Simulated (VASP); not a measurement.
C, 2 atoms in the cell. The cell holds a slab with vacuum, 2 atoms: a = 2.416 Å, b = 2.416 Å, c = 26.003 Å, α = 90.00°, β = 90.00°, γ = 120.00°.  This cell differs from its parent crystal: biaxial strain -0.020, then relaxed in part.

- Program: VASP 6.6.1
- Task: single point
- Functional: PBE
- Dispersion: D3(BJ)
- Potentials or basis: VASP PAW PBE potentials, release 64 (C)
- Cutoff: 520 eV
- k mesh: 18 × 18 × 1
- Occupations: gaussian, width 0.1 eV
- Spin: no spin polarisation
- Dipole correction: yes
- Further INCAR settings: ALGO = Normal; EDIFF = 1e-07; NBANDS = 11

Potentials or basis: VASP PAW PBE potentials, release 64 (C).

Run with:

```console
$ cat potpaw_PBE.64/C/POTCAR > POTCAR
$ mpirun -np 1 vasp_std > vasp.out
```

Hardware: 1 thread of Intel(R) Xeon(R) 6975P-C (Granite Rapids), on a shared host.

How long does it take, and how much memory?

It took 42 s on 1 thread of Intel(R) Xeon(R) 6975P-C (Granite Rapids) (shared host), peak memory 0.25 GiB. Counts: scf iterations 21, k points 37.
